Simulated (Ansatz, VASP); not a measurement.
**Two plane-wave programs on V**

```
V
1.0
     2.59550    0.00000    0.00000
    -0.86517    2.44706    0.00000
     0.00000    0.00000   25.59607
V
6
Direct
  0.50000 0.50000 0.29301
  0.00000 0.00000 0.37581
  0.50000 0.50000 0.45860
  0.00000 0.00000 0.54140
  0.50000 0.50000 0.62419
  0.00000 0.00000 0.70699
```

Alike in both runs: task single point; functional PBE; k mesh 14 × 14 × 1; occupations gaussian, width 0.1 eV; no spin polarisation.

```csv
,VASP,Ansatz
version,VASP 6.6.1,Ansatz 0.2.0
potentials or method,"VASP PAW PBE potentials, release 64 (V_sv), cutoff 520 eV","scalar-relativistic, plane waves, PAW"
valence electrons in the cell,78,78
```

```tsv
	VASP	Ansatz	Ansatz less VASP
gap on the k mesh at the Fermi level (eV)	none	none	-
rms of the force components (eV/Å)	0.179	0.182	+0.0034
```

Atom by atom the forces differ by 0.004 eV/Å (rms over components). A gap of «none» marks a metal or a gap that the smearing closes.
